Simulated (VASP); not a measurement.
# Al2O3 (P-6m2) in VASP: a series of runs

The runs below take Al2O3 through single point, with LDA.

Program: VASP 6.6.1. These are calculated values, not measurements. Logs are shortened: lines on timing, memory, paths and dates and some standing lists are left out, and cuts for length are marked.

**1. The cell of the first run**

Symmetry: P-6m2, No. 187, hexagonal system. The conventional cell has a = 2.884 Å, b = 2.884 Å, c = 9.617 Å, α = 90.00°, β = 90.00°, γ = 120.00°. Al (site symmetry 3m) has 6 O at 1.80 to 2.20 Å within 2.4 Å. Within 2.4 Å of O (site symmetry 3m) lie 3 Al at 1.80 Å. O (site symmetry -6m2) has 6 Al at 2.20 Å and 12 O at 2.71 to 2.88 Å within 2.9 Å.

**2. Single point, LDA (strain +0.000 along x and y, +0.030 along z)**

Contents of INCAR:

```
SYSTEM = Al2O3
  PREC = Accurate
  ENCUT = 520
  EDIFF = 1E-6
  ISMEAR = 0
  SIGMA = 0.05
  LREAL = .False.
  LASPH = .True.
  NELM = 80
  ALGO = Normal
  ISIF = 2
  LWAVE = .False.
  LCHARG = .True.
  GGA = CA
  LELF = .True.
  LVHAR = .True.
  NBANDS = 20
```

Contents of KPOINTS:

```
regular mesh
0
Gamma
  12 12 4
  0 0 0
```

Contents of POSCAR:

```
Al2O3
1.0
    2.8843249483      0.0000000000      0.0000000000
   -1.4421624742      2.4978986780      0.0000000000
    0.0000000000      0.0000000000      9.6168570938
Al O
2 3
Direct
    0.0000000000      0.0000000000      0.1499923300
    0.0000000000      0.0000000000      0.8500076700
    0.3333333333      0.6666666667      0.2223169200
    0.6666666667      0.3333333333      0.0000000000
    0.3333333333      0.6666666667      0.7776830800
```

Potentials or basis: VASP PAW LDA potentials, release 64 (Al, O).

On the command line:

```console
> cat potpaw_LDA.64/Al/POTCAR potpaw_LDA.64/O/POTCAR > POTCAR
> mpirun -np 1 vasp_std > vasp.out
```

OUTCAR:

```text
SYSTEM = Al2O3
   PREC = Accurate
   ENCUT = 520
   EDIFF = 1E-6
   ISMEAR = 0
   LREAL = .False.
   LASPH = .True.
   NELM = 80
   ISIF = 2
   GGA = CA

 ion  position               nearest neighbor table
   1  0.000  0.000  0.150-   3 1.80   3 1.80   3 1.80   4 2.20   4 2.20   4 2.20   2 2.88
   2  0.000  0.000  0.850-   5 1.80   5 1.80   5 1.80   4 2.20   4 2.20   4 2.20   1 2.88
   3  0.333  0.667  0.222-   1 1.80   1 1.80   1 1.80
   4  0.667  0.333  0.000-   1 2.20   2 2.20   1 2.20   2 2.20   1 2.20   2 2.20
   5  0.333  0.667  0.778-   2 1.80   2 1.80   2 1.80

  LATTYP: Found a hexagonal cell.
 ALAT       =     2.8843249483
 C/A-ratio  =     3.3341794930

  Lattice vectors:

 A1 = (   2.8843249483,   0.0000000000,   0.0000000000)
 A2 = (  -1.4421624742,   2.4978986780,   0.0000000000)
 A3 = (   0.0000000000,   0.0000000000,   9.6168570938)

Analysis of symmetry for initial positions (statically):
=====================================================================
 Subroutine PRICEL returns:
 Original cell was already a primitive cell.

 Routine SETGRP: Setting up the symmetry group for a
 hexagonal supercell.

 Subroutine GETGRP returns: Found 12 space group operations
 (whereof 12 operations were pure point group operations)
 out of a pool of 24 trial point group operations.

The static configuration has the point symmetry D_3h.

Analysis of symmetry for dynamics (positions and initial velocities):
=====================================================================
 Subroutine PRICEL returns:
 Original cell was already a primitive cell.

 Routine SETGRP: Setting up the symmetry group for a
 hexagonal supercell.

 Subroutine GETGRP returns: Found 12 space group operations
 (whereof 12 operations were pure point group operations)
 out of a pool of 24 trial point group operations.

The dynamic configuration has the point symmetry D_3h.

 Subroutine INISYM returns: Found 12 space group operations
 (whereof 12 operations are pure point group operations),
 and found     1 'primitive' translations

----------------------------------------------------------------------------------------

                                     Primitive cell

  volume of cell :      69.2871

  direct lattice vectors                    reciprocal lattice vectors
     2.884324948  0.000000000  0.000000000     0.346701574  0.200168247  0.000000000
    -1.442162474  2.497898678  0.000000000     0.000000000  0.400336494  0.000000000
     0.000000000  0.000000000  9.616857094     0.000000000  0.000000000  0.103984076

  length of vectors
     2.884324948  2.884324948  9.616857094     0.400336494  0.400336494  0.103984076

  position of ions in fractional coordinates (direct lattice)
     0.000000000  0.000000000  0.149992330
     0.000000000  0.000000000  0.850007670
     0.333333333  0.666666667  0.222316920
     0.666666667  0.333333333  0.000000000
     0.333333333  0.666666667  0.777683080

  ion indices of the primitive-cell ions
   primitive index   ion index
                 1           1
                 2           2
                 3           3
                 4           4
                 5           5

----------------------------------------------------------------------------------------

 KPOINTS: regular mesh

Automatic generation of k-mesh.
 Grid dimensions read from file:
 generate k-points for:   12   12    4

 Generating k-lattice:

  Cartesian coordinates                     Fractional coordinates (reciprocal lattice)
     0.028891798  0.016680687  0.000000000     0.083333333 -0.000000000  0.000000000
     0.000000000  0.033361375  0.000000000     0.000000000  0.083333333  0.000000000
     0.000000000  0.000000000  0.025996019     0.000000000  0.000000000  0.250000000

  Length of vectors
     0.033361375  0.033361375  0.025996019

  Shift w.r.t. Gamma in fractional coordinates (k-lattice)
     0.000000000  0.000000000  0.000000000

 Subroutine IBZKPT returns following result:
 ===========================================

 Found     57 irreducible k-points:

 Following reciprocal coordinates:
            Coordinates               Weight
  0.000000  0.000000  0.000000      1.000000
  0.083333  0.000000  0.000000      6.000000
  0.166667  0.000000  0.000000      6.000000
  0.250000  0.000000  0.000000      6.000000
  0.333333 -0.000000  0.000000      6.000000
  0.416667  0.000000  0.000000      6.000000
[... 16 lines left out ...]
  0.250000  0.000000  0.250000     12.000000
  0.333333 -0.000000  0.250000     12.000000
 [... further k-points ...]
   k-points           NKPTS =     57   k-points in BZ     NKDIM =     57   number of bands    NBANDS=     20
   number of dos      NEDOS =    301   number of ions     NIONS =      5
   total plane-waves  NPLWV =  41472
   dimension x,y,z NGX =    24 NGY =   24 NGZ =   72
   dimension x,y,z NGXF=    48 NGYF=   48 NGZF=  144
   ions per type =               2   3
   NGX,Y,Z   is equivalent  to a cutoff of  13.83, 13.83, 12.45 a.u.
   NGXF,Y,Z  is equivalent  to a cutoff of  27.67, 27.67, 24.89 a.u.
 SYSTEM =  Al2O3
   PREC   = accura    normal or accurate (medium, high low for compatibility)
   ISTART =      0    job   : 0-new  1-cont  2-samecut
   ICHARG =      2    charge: 1-file 2-atom 10-const
   ISPIN  =      1    spin polarized calculation?
   LNONCOLLINEAR =      F non collinear calculations
   LSORBIT =      F    spin-orbit coupling
   LASPH  =      T    aspherical Exc in radial PAW
   ENCUT  =  520.0 eV  38.22 Ry    6.18 a.u.   5.36  5.36 17.88*2*pi/ulx,y,z
   NELM   =     80;   NELMIN=  2; NELMDL= -5     # of ELM steps
   EDIFF  = 0.1E-05   stopping-criterion for ELM
   LREAL  =      F    real-space projection
   EDIFFG = 0.1E-04   stopping-criterion for IOM
   NSW    =      0    number of steps for IOM
   IBRION =     -1    ionic relax: 0-MD 1-quasi-New 2-CG
   NFREE  =      0    steps in history (QN), initial steepest desc. (CG)
   ISIF   =      2    stress and relaxation
   ISYM   =      2    0-nonsym 1-usesym 2-fastsym
   POTIM  = 0.5000    time-step for ionic-motion
   TEBEG  =    0.0;   TEEND  =   0.0 temperature during run
   PSTRESS=    0.0 pullay stress
   NELECT =      24.0000    total number of electrons
   NUPDOWN=      -1.0000    fix difference up-down
   EMIN   =  10.00;   EMAX   =-10.00  energy-range for DOS
   EFERMI =   0.00;   METHOD = LEGACY
   ISMEAR =     0;   SIGMA  =   0.05  broadening in eV -4-tet -1-fermi 0-gaus
   EFERMI_NEDOS =   21; number of points for ismear=-14 and -15
   IALGO  =     38    algorithm
   IMIX   =      4    mixing-type and parameters
     AMIX     =   0.40;   BMIX     =  1.00
     AMIX_MAG =   1.60;   BMIX_MAG =  1.00
  volume/ion in A,a.u.               =      13.86        93.51
  Fermi-wavevector in a.u.,A,eV,Ry     =   1.149726  2.172668 17.985146  1.321871
  Thomas-Fermi vector in A             =   2.286394
   LORBIT       =      0    0 simple, 1 ext, 2 COOP (PROOUT), +10 PAW based schemes
   GGA     = CA    functional components
   LHFCALC =     F    Hartree Fock is set to
   AEXX    =    0.0000 exact exchange contribution
   IVDW    =     0    specifies the selected vdW correction
   LEPSILON=     F    determine dielectric tensor
   LRPA    =     F    only Hartree local field effects (RPA)
 non-spin polarized calculation
 Gauss-broadening in eV      SIGMA  =   0.05
  energy-cutoff  :      520.00
  volume of cell :       69.29
 maximum number of plane-waves:      1896
 NGX is ok and might be reduce to    24
   NGX = 11   NGY = 11   NGZ = 35

 number of electron      23.9999979 magnetization

 Free energy of the ion-electron system (eV)
  ---------------------------------------------------
  ext. energy  EPLUGINS =         0.00000000
  ---------------------------------------------------
  free energy    TOTEN  =       -39.99641232 eV

  energy without entropy =      -39.99641232  energy(sigma->0) =      -39.99641232

 E-fermi :   0.5014     XC(G=0):  -8.7446

 val. band max:        0.2402465257   @ k =   0.1667   0.0000   0.0000
 cond. band min:       4.9827553385   @ k =   0.0000   0.0000   0.0000
 fundamental gap:      4.7425088128
 Fermi energy:         0.5013697837

 k-point     1 :       0.0000    0.0000    0.0000
  band No.  band energies     occupation
      1     -17.9334      2.00000
      2     -17.0967      2.00000
      3     -15.8348      2.00000
      4      -4.6680      2.00000
      5      -1.8841      2.00000
      6      -1.0639      2.00000
[... 12 lines left out ...]
     19      15.0257      0.00000
     20      15.0362      0.00000

 k-point     2 :       0.0833    0.0000    0.0000
  band No.  band energies     occupation
      1     -17.8479      2.00000
      2     -17.0311      2.00000
      3     -15.7989      2.00000
      4      -4.6108      2.00000
      5      -1.9960      2.00000
      6      -1.3341      2.00000
[... 12 lines left out ...]
     19      14.1575      0.00000
     20      14.8230      0.00000

 k-point     3 :       0.1667    0.0000    0.0000
  band No.  band energies     occupation
      1     -17.6020      2.00000
      2     -16.8459      2.00000
      3     -15.7038      2.00000
      4      -4.4882      2.00000
      5      -2.5588      2.00000
      6      -2.0152      2.00000
[... 12 lines left out ...]
     19      13.1195      0.00000
     20      14.2285      0.00000

 k-point     4 :       0.2500    0.0000    0.0000
  band No.  band energies     occupation
      1     -17.2269      2.00000
      2     -16.5772      2.00000
      3     -15.5855      2.00000
      4      -4.5026      2.00000
      5      -3.5501      2.00000
      6      -2.7099      2.00000
[... 429 lines left out ...]
 k-point    23 :       0.2500    0.0000    0.2500
  band No.  band energies     occupation
      1     -17.2269      2.00000
      2     -16.5772      2.00000
      3     -15.5855      2.00000
      4      -4.5028      2.00000
      5      -3.5492      2.00000
      6      -2.7088      2.00000
[... 12 lines left out ...]
     19      12.7924      0.00000
     20      13.7221      0.00000

 k-point    24 :       0.3333   -0.0000    0.2500
  band No.  band energies     occupation
      1     -16.7812      2.00000
      2     -16.2865      2.00000
      3     -15.5008      2.00000
      4      -4.8622      2.00000
      5      -4.5227      2.00000
      6      -3.4079      2.00000
[... 12 lines left out ...]
     19      12.9231      0.00000
     20      14.0013      0.00000

 [... further k-points ...]

------------------------ aborting loop because EDIFF is reached ----------------------------------------

  FORCE on cell =-STRESS in cart. coord.  units (eV):
  Direction    XX          YY          ZZ          XY          YZ          ZX
  --------------------------------------------------------------------------------------
  -------------------------------------------------------------------------------------
  Total       -3.3621079     -3.3621079     -4.5844642      0.0000000     -0.0000000      0.0000000
  in kB      -77.7445688    -77.7445688   -106.0100408      0.0000000     -0.0000000      0.0000000
  external PRESSURE =     -87.1663928 kB  Pullay stress =       0.0000000 kB

 VOLUME and BASIS-vectors are now :
 -----------------------------------------------------------------------------
  energy-cutoff  :      520.00
  volume of cell :       69.29
      direct lattice vectors                 reciprocal lattice vectors
     2.884324948  0.000000000  0.000000000     0.346701574  0.200168247  0.000000000
    -1.442162474  2.497898678  0.000000000     0.000000000  0.400336494  0.000000000
     0.000000000  0.000000000  9.616857094     0.000000000  0.000000000  0.103984076

 POSITION                                       TOTAL-FORCE (eV/Angst)
 -----------------------------------------------------------------------------------
      0.00000      0.00000      1.44245         0.000000     -0.000000     -0.268412
      0.00000      0.00000      8.17440        -0.000000     -0.000000      0.268412
     -0.00000      1.66527      2.13799         0.000000      0.000000     -0.874152
      1.44216      0.83263      0.00000        -0.000000     -0.000000      0.000000
     -0.00000      1.66527      7.47887         0.000000      0.000000      0.874152
 -----------------------------------------------------------------------------------
    total drift:                                0.000000     -0.000000      0.000000

  FREE ENERGIE OF THE ION-ELECTRON SYSTEM (eV)
  ---------------------------------------------------
  free  energy   TOTEN  =       -39.9964123161 eV

  energy  without entropy=      -39.9964123161  energy(sigma->0) =      -39.99641232
```

It took 66 s on 1 thread of Intel Xeon 6975P-C (Granite Rapids), shared host; peak memory 0.19 GiB.

Results:

| Item | Value |
| --- | --- |
| Free energy | -39.9964 eV |
| Pressure | -8.7 GPa |
| Largest force | 0.874 eV/Å |
| Band gap on the k mesh | 4.74 eV, indirect (least direct gap 4.98 eV) |

Forces in eV/Å, atoms in the order of the input:
```
Al   0.000  0.000 -0.268
Al   0.000  0.000  0.268
O    0.000  0.000 -0.874
O    0.000  0.000  0.000
O    0.000  0.000  0.874
```

Caveat: the cell differs from its parent crystal (strain +0.000 along x and y, +0.030 along z).

(Part 1 of 2 ends here.)
